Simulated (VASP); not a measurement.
# CaCu2S2 in VASP: single point with PBE

Aim: the single point of CaCu2S2 with PBE.

All numbers are computed with VASP 6.6.1; they aren't measurements. Logs are shortened: lines on timing, memory, paths and dates and some standing lists are left out, and cuts for length are marked.

## 1. The cell of the first run

The typed cell holds 5 atoms: a = 3.956 Å, b = 3.956 Å, c = 6.550 Å, α = 90.00°, β = 90.00°, γ = 60.00°.

## 2. Single point, PBE

Input file POSCAR:

```
CaCu2S2
1.0
    1.9782350000      3.4264030000      0.0000000000
   -1.9782350000      3.4264030000      0.0000000000
    0.0000000000      0.0000000000      6.5502670000
Cu Ca S
2 1 2
Direct
    0.3333000000      0.3334000000      0.3764900000
    0.6667000000      0.6666000000      0.6235100000
    0.0000000000      0.0000000000      0.0000000000
    0.3333000000      0.3334000000      0.7463000000
    0.6667000000      0.6666000000      0.2537000000
```

Input file INCAR.step1:

```
SYSTEM = CaCu2S2
PREC = Accurate
ENCUT = 520
EDIFF = 1E-6
ISMEAR = -1
SIGMA = 0.1
LREAL = .FALSE.
LASPH = .TRUE.
NELM = 80
ALGO = Normal
ISIF = 2
LWAVE = .FALSE.
LCHARG = .TRUE.
LMAXMIX = 4
GGA = PE
NBANDS = 30
```

Input file KPOINTS.step1:

```
regular mesh
0
G
  8 8 4
  0 0 0
```

Input file INCAR.step2:

```
SYSTEM = CaCu2S2
PREC = Accurate
ENCUT = 520
EDIFF = 1E-6
ISMEAR = -5
SIGMA = 0.1
LREAL = .FALSE.
LASPH = .TRUE.
NELM = 80
ALGO = Normal
ISIF = 2
LWAVE = .FALSE.
LCHARG = .FALSE.
LMAXMIX = 4
GGA = PE
LORBIT = 11
NBANDS = 30
NEDOS = 1001
ICHARG = 11
```

Input file KPOINTS.step2:

```
regular mesh
0
G
  12 12 6
  0 0 0
```

Potentials or basis: VASP PAW PBE potentials, release 64 (Cu, Ca_sv, S).

On the command line:

```
> cat potpaw_PBE.64/Cu/POTCAR potpaw_PBE.64/Ca_sv/POTCAR potpaw_PBE.64/S/POTCAR > POTCAR
> cp INCAR.step1 INCAR
> cp KPOINTS.step1 KPOINTS
> mpirun -np 1 vasp_std > vasp.out
> cp INCAR.step2 INCAR
> cp KPOINTS.step2 KPOINTS
> mpirun -np 1 vasp_std > vasp.out
```

OUTCAR:

```text
SYSTEM = CaCu2S2
   PREC = Accurate
   ENCUT = 520
   EDIFF = 1E-6
   ISMEAR = -5
   LREAL = .FALSE.
   LASPH = .TRUE.
   NELM = 80
   ISIF = 2
   GGA = PE
   LORBIT = 11
   ICHARG = 11

 ion  position               nearest neighbor table
   1  0.333  0.333  0.376-   5 2.42   5 2.42   5 2.42   4 2.42
   2  0.667  0.667  0.624-   4 2.42   4 2.42   4 2.42   5 2.42
   3  0.000  0.000  0.000-   5 2.82   4 2.82   5 2.82   4 2.82   5 2.82   4 2.82
   4  0.333  0.333  0.746-   2 2.42   2 2.42   2 2.42   1 2.42   3 2.82   3 2.82   3 2.82
   5  0.667  0.667  0.254-   1 2.42   1 2.42   1 2.42   2 2.42   3 2.82   3 2.82   3 2.82

  LATTYP: Found a hexagonal cell.
 ALAT       =     3.9564695416
 C/A-ratio  =     1.6555838308

  Lattice vectors:

 A1 = (   1.9782350000,  -3.4264030000,   0.0000000000)
 A2 = (   1.9782350000,   3.4264030000,   0.0000000000)
 A3 = (   0.0000000000,   0.0000000000,   6.5502670000)

Analysis of symmetry for initial positions (statically):
=====================================================================
 Subroutine PRICEL returns:
 Original cell was already a primitive cell.

 Routine SETGRP: Setting up the symmetry group for a
 hexagonal supercell.

 Subroutine GETGRP returns: Found  4 space group operations
 (whereof  4 operations were pure point group operations)
 out of a pool of 24 trial point group operations.

The static configuration has the point symmetry C_2h.

Analysis of symmetry for dynamics (positions and initial velocities):
=====================================================================
 Subroutine PRICEL returns:
 Original cell was already a primitive cell.

 Routine SETGRP: Setting up the symmetry group for a
 hexagonal supercell.

 Subroutine GETGRP returns: Found  4 space group operations
 (whereof  4 operations were pure point group operations)
 out of a pool of 24 trial point group operations.

The dynamic configuration has the point symmetry C_2h.

 Subroutine INISYM returns: Found  4 space group operations
 (whereof  4 operations are pure point group operations),
 and found     1 'primitive' translations

----------------------------------------------------------------------------------------

                                     Primitive cell

  volume of cell :      88.7984

  direct lattice vectors                    reciprocal lattice vectors
     1.978235000  3.426403000  0.000000000     0.252750558  0.145925625  0.000000000
    -1.978235000  3.426403000  0.000000000    -0.252750558  0.145925625  0.000000000
[... 107 lines left out ...]
   EFERMI =   0.00;   METHOD = LEGACY
   ISMEAR =    -5;   SIGMA  =   0.10  broadening in eV -4-tet -1-fermi 0-gaus
   EFERMI_NEDOS =   21; number of points for ismear=-14 and -15
   IALGO  =     38    algorithm
   IMIX   =      4    mixing-type and parameters
     AMIX     =   0.40;   BMIX     =  1.00
     AMIX_MAG =   1.60;   BMIX_MAG =  1.00
  volume/ion in A,a.u.               =      17.76       119.85
  Fermi-wavevector in a.u.,A,eV,Ry     =   1.295460  2.448064 22.833517  1.678216
  Thomas-Fermi vector in A             =   2.426978
   LORBIT       =     11    0 simple, 1 ext, 2 COOP (PROOUT), +10 PAW based schemes
   GGA     = PE    functional components
   LHFCALC =     F    Hartree Fock is set to
   AEXX    =    0.0000 exact exchange contribution
   IVDW    =     0    specifies the selected vdW correction
   LEPSILON=     F    determine dielectric tensor
   LRPA    =     F    only Hartree local field effects (RPA)
 non-spin polarized calculation
 Fermi weights with tetrahedron method with Bloechl corrections
  energy-cutoff  :      520.00
  volume of cell :       88.80
 maximum number of plane-waves:      2429
 NGX is ok and might be reduce to    30

 number of electron      43.9999992 magnetization

 Free energy of the ion-electron system (eV)
  ---------------------------------------------------
  ext. energy  EPLUGINS =         0.00000000
  ---------------------------------------------------
  free energy    TOTEN  =       -22.31554380 eV

  energy without entropy =      -22.31554380  energy(sigma->0) =      -22.31554380

 E-fermi :   5.3956     XC(G=0): -10.3560

 val. band max:        5.3944886322   @ k =   0.0000   0.0000   0.0000
 cond. band min:       6.4448934441   @ k =   0.0000   0.0000   0.0000
 fundamental gap:      1.0504048119
 Fermi energy:         5.3955709034

 k-point     1 :       0.0000    0.0000    0.0000
  band No.  band energies     occupation
      1     -35.1769      2.00000
      2     -16.2820      2.00000
      3     -16.1780      2.00000
      4     -16.1780      2.00000
      5      -8.4454      2.00000
      6      -7.5751      2.00000
[... 781 lines left out ...]
     29      10.7321      0.00000
     30      11.2820      0.00000

 [... further k-points ...]

------------------------ aborting loop because EDIFF is reached ----------------------------------------

  FORCE on cell =-STRESS in cart. coord.  units (eV):
  Direction    XX          YY          ZZ          XY          YZ          ZX
  --------------------------------------------------------------------------------------
  -------------------------------------------------------------------------------------
  Total       -0.8133900     -0.8126633     -0.7292589      0.0006291      0.0000853     -0.0001477
  in kB      -14.6758771    -14.6627663    -13.1579130      0.0113504      0.0015383     -0.0026645
  external PRESSURE =     -14.1655188 kB  Pullay stress =       0.0000000 kB

 VOLUME and BASIS-vectors are now :
 -----------------------------------------------------------------------------
  energy-cutoff  :      520.00
  volume of cell :       88.80
      direct lattice vectors                 reciprocal lattice vectors
     1.978235000  3.426403000  0.000000000     0.252750558  0.145925625  0.000000000
    -1.978235000  3.426403000  0.000000000    -0.252750558  0.145925625  0.000000000
     0.000000000  0.000000000  6.550267000     0.000000000  0.000000000  0.152665533

 POSITION                                       TOTAL-FORCE (eV/Angst)
 -----------------------------------------------------------------------------------
     -0.00020      2.28438      2.46611         0.000708     -0.000409      0.006591
      0.00020      4.56842      4.08416        -0.000708      0.000409     -0.006591
      0.00000      0.00000      0.00000         0.000000     -0.000000      0.000000
     -0.00020      2.28438      4.88846         0.001196     -0.000690     -0.278109
      0.00020      4.56842      1.66180        -0.001196      0.000690      0.278109
 -----------------------------------------------------------------------------------
    total drift:                               -0.000000      0.000000     -0.000000

  FREE ENERGIE OF THE ION-ELECTRON SYSTEM (eV)
  ---------------------------------------------------
  free  energy   TOTEN  =       -22.3155438014 eV

  energy  without entropy=      -22.3155438014  energy(sigma->0) =      -22.31554380

 total charge

# of ion       s       p       d       tot
------------------------------------------
    1        0.324   0.309   9.287   9.920
    2        0.324   0.309   9.287   9.920
    3        2.031   5.854   0.281   8.165
    4        1.306   2.412   0.000   3.718
    5        1.306   2.412   0.000   3.718
--------------------------------------------------
tot          5.290  11.295  18.855  35.441
```

OUTCAR.step1:

```text
SYSTEM = CaCu2S2
   PREC = Accurate
   ENCUT = 520
   EDIFF = 1E-6
   ISMEAR = -1
   LREAL = .FALSE.
   LASPH = .TRUE.
[... 1025 lines left out ...]
      0.00000      0.00000      0.00000        -0.000000      0.000000      0.000000
     -0.00020      2.28438      4.88846         0.001196     -0.000690     -0.278118
      0.00020      4.56842      1.66180        -0.001196      0.000690      0.278118
 -----------------------------------------------------------------------------------
    total drift:                               -0.000000      0.000000      0.000000

  FREE ENERGIE OF THE ION-ELECTRON SYSTEM (eV)
  ---------------------------------------------------
  free  energy   TOTEN  =       -22.3150798477 eV

  energy  without entropy=      -22.3148809678  energy(sigma->0) =      -22.31498041
```

Run time: 11 min. Hardware: 1 thread of Intel Xeon Platinum 8259CL at 2.50GHz (Skylake/Cascade Lake), shared host; peak memory 0.66 GiB.

What came out:

| Property | Result |
| --- | --- |
| Valence electrons inside the program's atomic spheres | Cu 9.92; Ca 8.16; S 3.72 |

Levels at points of the mesh, in eV from the valence-band top:
```tsv
k point	band 18	band 19	band 20	band 21	band 22	band 23	band 24	band 25	band 26	band 27
(0.00, 0.00, 0.00)	-0.62	-0.62	-0.13	0.00	0.00	1.05	2.25	2.82	3.30	3.30
(0.50, 0.00, 0.00)	-1.59	-1.59	-1.55	-1.39	-0.60	2.04	3.26	3.99	5.03	5.04
(0.00, 0.50, 0.00)	-1.59	-1.59	-1.55	-1.39	-0.60	2.04	3.26	3.99	5.03	5.04
(0.00, 0.00, 0.50)	-0.67	-0.55	-0.55	-0.27	-0.27	1.99	2.34	3.35	3.35	3.98
(0.50, 0.00, 0.50)	-1.63	-1.58	-1.55	-0.75	-0.46	2.00	2.97	2.99	4.26	4.47
(0.00, 0.50, 0.50)	-1.63	-1.58	-1.55	-0.74	-0.46	2.00	2.97	2.99	4.26	4.47
```
